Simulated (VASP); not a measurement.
# Hf3ZrTe8 (P-3m1) in VASP: single point with PBE

Aim: the single point of Hf3ZrTe8 with PBE.

All numbers are computed with VASP 6.6.1; they aren't measurements. Logs are shortened: lines on timing, memory, paths and dates and some standing lists are left out, and cuts for length are marked.

## Step 1: The cell of the first run

Symmetry: P-3m1, No. 164, trigonal system. The conventional cell has a = 7.949 Å, b = 7.949 Å, c = 7.169 Å, α = 90.00°, β = 90.00°, γ = 120.00°. Zr (site symmetry -3m) has 6 Te at 2.92 Å within 3.8 Å. Within 3.8 Å of Hf (site symmetry 2/m) lie 6 Te at 2.90 Å. Within 4.0 Å of Te (site symmetry m) lie 2 Hf at 2.90 Å and 1 Zr at 2.92 Å and 6 Te at 3.95 to 4.00 Å. Within 3.8 Å of Te (site symmetry 3m) lie 3 Hf at 2.90 Å.

## Step 2: Single point, PBE

POSCAR reads:

```
Hf3ZrTe8
1.0
    7.9490396908      0.0000000289      0.0000000000
   -3.9745198704      6.8840702935      0.0000000000
    0.0000000000      0.0000000000      7.1690620000
Zr Hf Te
1 3 8
Direct
    0.0000000000      0.0000000000      0.0000000000
    0.0000000000      0.5000000000      0.0000000000
    0.5000000000      0.0000000000      0.0000000000
    0.5000000000      0.5000000000      0.0000000000
    0.3354200000      0.1677100000      0.7514940000
    0.3333333333      0.6666666667      0.7526030000
    0.8322900000      0.1677100000      0.7514940000
    0.8322900000      0.6645800000      0.7514940000
    0.1677100000      0.3354200000      0.2485060000
    0.1677100000      0.8322900000      0.2485060000
    0.6666666667      0.3333333333      0.2473970000
    0.6645800000      0.8322900000      0.2485060000
```

INCAR.step1 reads:

```
SYSTEM = Hf3ZrTe8
PREC = Accurate
ENCUT = 520
EDIFF = 1E-6
ISMEAR = 0
SIGMA = 0.1
LREAL = .FALSE.
LASPH = .TRUE.
NELM = 80
ALGO = Fast
ISIF = 2
LWAVE = .FALSE.
LCHARG = .TRUE.
LMAXMIX = 4
GGA = PE
NBANDS = 57
```

KPOINTS.step1 reads:

```
Automatic mesh
0
G
  6 6 6
  0 0 0
```

INCAR.step2 reads:

```
SYSTEM = Hf3ZrTe8
PREC = Accurate
ENCUT = 520
EDIFF = 1E-6
ISMEAR = -5
SIGMA = 0.1
LREAL = .FALSE.
LASPH = .TRUE.
NELM = 80
ALGO = Fast
ISIF = 2
LWAVE = .FALSE.
LCHARG = .FALSE.
LMAXMIX = 4
GGA = PE
LORBIT = 11
NEDOS = 2001
ICHARG = 11
```

KPOINTS.step2 reads:

```
Automatic mesh
0
G
  9 9 9
  0 0 0
```

Potentials or basis: VASP PAW PBE potentials, release 64 (Zr_sv, Hf_pv, Te).

On the command line:

```console
$ cat potpaw_PBE.64/Zr_sv/POTCAR potpaw_PBE.64/Hf_pv/POTCAR potpaw_PBE.64/Te/POTCAR > POTCAR
$ cp INCAR.step1 INCAR
$ cp KPOINTS.step1 KPOINTS
$ mpirun -np 1 vasp_std > vasp.out
$ cp INCAR.step2 INCAR
$ cp KPOINTS.step2 KPOINTS
$ mpirun -np 1 vasp_std > vasp.out
```

OUTCAR:

```text
SYSTEM = Hf3ZrTe8
   PREC = Accurate
   ENCUT = 520
   EDIFF = 1E-6
   ISMEAR = -5
   LREAL = .FALSE.
   LASPH = .TRUE.
   NELM = 80
   ISIF = 2
   GGA = PE
   LORBIT = 11
   ICHARG = 11

 ion  position               nearest neighbor table
   1  0.000  0.000  0.000-   7 2.92  10 2.92   5 2.92  12 2.92   8 2.92   9 2.92
   2  0.000  0.500  0.000-   8 2.90   9 2.90   7 2.90  10 2.90   6 2.90  11 2.90
   3  0.500  0.000  0.000-   5 2.90  12 2.90  10 2.90   7 2.90  11 2.90   6 2.90
   4  0.500  0.500  0.000-   8 2.90   9 2.90   5 2.90  12 2.90  11 2.90   6 2.90
   5  0.335  0.168  0.751-   3 2.90   4 2.90   1 2.92
   6  0.333  0.667  0.753-   2 2.90   3 2.90   4 2.90
   7  0.832  0.168  0.751-   3 2.90   2 2.90   1 2.92
   8  0.832  0.665  0.751-   2 2.90   4 2.90   1 2.92
   9  0.168  0.335  0.249-   2 2.90   4 2.90   1 2.92
  10  0.168  0.832  0.249-   3 2.90   2 2.90   1 2.92
  11  0.667  0.333  0.247-   2 2.90   3 2.90   4 2.90
  12  0.665  0.832  0.249-   3 2.90   4 2.90   1 2.92

  LATTYP: Found a hexagonal cell.
 ALAT       =     7.9490396908
 C/A-ratio  =     0.9018777461

  Lattice vectors:

 A1 = (   7.9490396908,   0.0000000289,   0.0000000000)
 A2 = (  -3.9745198704,   6.8840702935,   0.0000000000)
 A3 = (   0.0000000000,   0.0000000000,   7.1690620000)

Analysis of symmetry for initial positions (statically):
=====================================================================
 Subroutine PRICEL returns:
 Original cell was already a primitive cell.

 Routine SETGRP: Setting up the symmetry group for a
 hexagonal supercell.

 Subroutine GETGRP returns: Found 12 space group operations
 (whereof 12 operations were pure point group operations)
 out of a pool of 24 trial point group operations.

The static configuration has the point symmetry D_3d.

Analysis of symmetry for dynamics (positions and initial velocities):
=====================================================================
 Subroutine PRICEL returns:
 Original cell was already a primitive cell.

 Routine SETGRP: Setting up the symmetry group for a
 hexagonal supercell.

 Subroutine GETGRP returns: Found 12 space group operations
 (whereof 12 operations were pure point group operations)
 out of a pool of 24 trial point group operations.

The dynamic configuration has the point symmetry D_3d.

 Subroutine INISYM returns: Found 12 space group operations
 (whereof 12 operations are pure point group operations),
 and found     1 'primitive' translations

----------------------------------------------------------------------------------------

                                     Primitive cell

  volume of cell :     392.3036

  direct lattice vectors                    reciprocal lattice vectors
     7.949039691  0.000000029  0.000000000     0.125801359  0.072631449  0.000000000
    -3.974519870  6.884070293  0.000000000    -0.000000001  0.145262898  0.000000000
     0.000000000  0.000000000  7.169062000     0.000000000  0.000000000  0.139488262

  length of vectors
     7.949039691  7.949039691  7.169062000     0.145262898  0.145262898  0.139488262

  position of ions in fractional coordinates (direct lattice)
     0.000000000  0.000000000  0.000000000
     0.000000000  0.500000000  0.000000000
     0.500000000  0.000000000  0.000000000
     0.500000000  0.500000000  0.000000000
     0.335420000  0.167710000  0.751494000
     0.333333333  0.666666667  0.752603000
     0.832290000  0.167710000  0.751494000
     0.832290000  0.664580000  0.751494000
     0.167710000  0.335420000  0.248506000
     0.167710000  0.832290000  0.248506000
     0.666666667  0.333333333  0.247397000
     0.664580000  0.832290000  0.248506000

  ion indices of the primitive-cell ions
   primitive index   ion index
                 1           1
                 2           2
                 3           3
                 4           4
                 5           5
                 6           6
                 7           7
                 8           8
                 9           9
                10          10
                11          11
                12          12
[... 26 lines left out ...]

 Found     88 irreducible k-points:

 Following reciprocal coordinates:
            Coordinates               Weight
  0.000000  0.000000  0.000000      1.000000
  0.111111 -0.000000  0.000000      6.000000
  0.222222 -0.000000  0.000000      6.000000
  0.333333  0.000000  0.000000      6.000000
  0.444444 -0.000000  0.000000      6.000000
  0.111111  0.111111  0.000000      6.000000
[... 16 lines left out ...]
  0.222222  0.111111  0.111111     12.000000
 -0.111111  0.333333  0.111111     12.000000
 [... further k-points ...]
   k-points           NKPTS =     88   k-points in BZ     NKDIM =     88   number of bands    NBANDS=     54
   number of dos      NEDOS =   2001   number of ions     NIONS =     12
   total plane-waves  NPLWV = 194400
   dimension x,y,z NGX =    60 NGY =   60 NGZ =   54
   dimension x,y,z NGXF=   120 NGYF=  120 NGZF=  108
   ions per type =               1   3   8
   NGX,Y,Z   is equivalent  to a cutoff of  12.55, 12.55, 12.52 a.u.
   NGXF,Y,Z  is equivalent  to a cutoff of  25.10, 25.10, 25.04 a.u.
 SYSTEM =  Hf3ZrTe8
   PREC   = accura    normal or accurate (medium, high low for compatibility)
   ISTART =      0    job   : 0-new  1-cont  2-samecut
   ICHARG =     11    charge: 1-file 2-atom 10-const
   ISPIN  =      1    spin polarized calculation?
   LNONCOLLINEAR =      F non collinear calculations
   LSORBIT =      F    spin-orbit coupling
   LASPH  =      T    aspherical Exc in radial PAW
   ENCUT  =  520.0 eV  38.22 Ry    6.18 a.u.  14.78 14.78 13.33*2*pi/ulx,y,z
   NELM   =     80;   NELMIN=  2; NELMDL=  0     # of ELM steps
   EDIFF  = 0.1E-05   stopping-criterion for ELM
   LREAL  =      F    real-space projection
   EDIFFG = 0.1E-04   stopping-criterion for IOM
   NSW    =      0    number of steps for IOM
   IBRION =     -1    ionic relax: 0-MD 1-quasi-New 2-CG
   NFREE  =      0    steps in history (QN), initial steepest desc. (CG)
   ISIF   =      2    stress and relaxation
   ISYM   =      2    0-nonsym 1-usesym 2-fastsym
   POTIM  = 0.5000    time-step for ionic-motion
   TEBEG  =    0.0;   TEEND  =   0.0 temperature during run
   PSTRESS=    0.0 pullay stress
   NELECT =      90.0000    total number of electrons
   NUPDOWN=      -1.0000    fix difference up-down
   EMIN   =  10.00;   EMAX   =-10.00  energy-range for DOS
   EFERMI =   0.00;   METHOD = LEGACY
   ISMEAR =    -5;   SIGMA  =   0.10  broadening in eV -4-tet -1-fermi 0-gaus
   EFERMI_NEDOS =   21; number of points for ismear=-14 and -15
   IALGO  =     68    algorithm
   IMIX   =      4    mixing-type and parameters
     AMIX     =   0.40;   BMIX     =  1.00
     AMIX_MAG =   1.60;   BMIX_MAG =  1.00
  volume/ion in A,a.u.               =      32.69       220.62
  Fermi-wavevector in a.u.,A,eV,Ry     =   1.002186  1.893857 13.665370  1.004376
  Thomas-Fermi vector in A             =   2.134657
   LORBIT       =     11    0 simple, 1 ext, 2 COOP (PROOUT), +10 PAW based schemes
   GGA     = PE    functional components
   LHFCALC =     F    Hartree Fock is set to
   AEXX    =    0.0000 exact exchange contribution
   IVDW    =     0    specifies the selected vdW correction
   LEPSILON=     F    determine dielectric tensor
   LRPA    =     F    only Hartree local field effects (RPA)
 non-spin polarized calculation
 RMM-DIIS sequential band-by-band and
 Fermi weights with tetrahedron method with Bloechl corrections
  energy-cutoff  :      520.00
  volume of cell :      392.30
 maximum number of plane-waves:     10628

 number of electron      90.0000004 magnetization

 Free energy of the ion-electron system (eV)
  ---------------------------------------------------
  ext. energy  EPLUGINS =         0.00000000
  ---------------------------------------------------
  free energy    TOTEN  =       -73.55095700 eV

  energy without entropy =      -73.55095700  energy(sigma->0) =      -73.55095700

 E-fermi :   4.9329     XC(G=0):  -9.1088

 val. band max:        4.9724590138   @ k =   0.0000   0.1111   0.2222
 cond. band min:       4.9060004160   @ k =   0.2222  -0.0000   0.2222
 fundamental gap:     -0.0664585978
 Fermi energy:         4.9328578422

 k-point     1 :       0.0000    0.0000    0.0000
  band No.  band energies     occupation
      1     -44.8451      2.00000
      2     -26.7628      2.00000
      3     -26.7381      2.00000
      4     -26.7381      2.00000
      5     -26.7077      2.00000
      6     -26.7032      2.00000
[... 1357 lines left out ...]
     53       7.0698      0.00000
     54       7.2463      0.00000

 [... further k-points ...]

------------------------ aborting loop because EDIFF is reached ----------------------------------------

  FORCE on cell =-STRESS in cart. coord.  units (eV):
  Direction    XX          YY          ZZ          XY          YZ          ZX
  --------------------------------------------------------------------------------------
  -------------------------------------------------------------------------------------
  Total       -0.1694539     -0.1694539     -0.3162449     -0.0000000     -0.0000000     -0.0000000
  in kB       -0.6920539     -0.6920539     -1.2915517     -0.0000000     -0.0000000     -0.0000000
  external PRESSURE =      -0.8918865 kB  Pullay stress =       0.0000000 kB

 VOLUME and BASIS-vectors are now :
 -----------------------------------------------------------------------------
  energy-cutoff  :      520.00
  volume of cell :      392.30
      direct lattice vectors                 reciprocal lattice vectors
     7.949039691  0.000000029  0.000000000     0.125801359  0.072631449  0.000000000
    -3.974519870  6.884070293  0.000000000    -0.000000001  0.145262898  0.000000000
     0.000000000  0.000000000  7.169062000     0.000000000  0.000000000  0.139488262

 POSITION                                       TOTAL-FORCE (eV/Angst)
 -----------------------------------------------------------------------------------
      0.00000      0.00000      0.00000         0.000000      0.000000      0.000000
     -1.98726      3.44204      0.00000         0.000000      0.000000      0.000000
      3.97452      0.00000      0.00000         0.000000      0.000000      0.000000
      1.98726      3.44204      0.00000         0.000000      0.000000      0.000000
      1.99970      1.15453      5.38751         0.011315      0.006533      0.011659
     -0.00000      4.58938      5.39546         0.000000     -0.000000      0.025219
      5.94934      1.15453      5.38751        -0.011315      0.006533      0.011659
      3.97452      4.57502      5.38751         0.000000     -0.013066      0.011659
     -0.00000      2.30905      1.78155        -0.000000      0.013066     -0.011659
     -1.97482      5.72954      1.78155         0.011315     -0.006533     -0.011659
      3.97452      2.29469      1.77360         0.000000      0.000000     -0.025219
      1.97482      5.72954      1.78155        -0.011315     -0.006533     -0.011659
 -----------------------------------------------------------------------------------
    total drift:                               -0.000000     -0.000000     -0.000000

  FREE ENERGIE OF THE ION-ELECTRON SYSTEM (eV)
  ---------------------------------------------------
  free  energy   TOTEN  =       -73.5509569983 eV

  energy  without entropy=      -73.5509569983  energy(sigma->0) =      -73.55095700

 total charge

# of ion       s       p       d       tot
------------------------------------------
    1        2.160   5.986   1.496   9.642
    2        0.301   6.392   1.424   8.117
    3        0.301   6.392   1.424   8.117
    4        0.301   6.392   1.424   8.117
    5        1.374   2.037   0.030   3.441
    6        1.373   2.043   0.031   3.446
    7        1.374   2.037   0.030   3.441
    8        1.374   2.037   0.030   3.441
    9        1.374   2.037   0.030   3.441
   10        1.374   2.037   0.030   3.441
   11        1.373   2.043   0.031   3.446
   12        1.374   2.037   0.030   3.441
--------------------------------------------------
tot         14.048  41.472   6.011  61.532
```

Wall time 2.4 h (1 thread of Oxide Virtual Turin-like, shared host); peak memory 1.5 GiB.

Results:

* Valence electrons inside the program's atomic spheres: Zr 9.64; Hf 8.12; Te 3.44, 3.45 (each value once)

Caveat: spin-orbit coupling is left out, which moves the levels of the heavy elements; this functional lacks dispersion, which binds layers or chains, so the pressure and a relaxed spacing across them are unreliable.
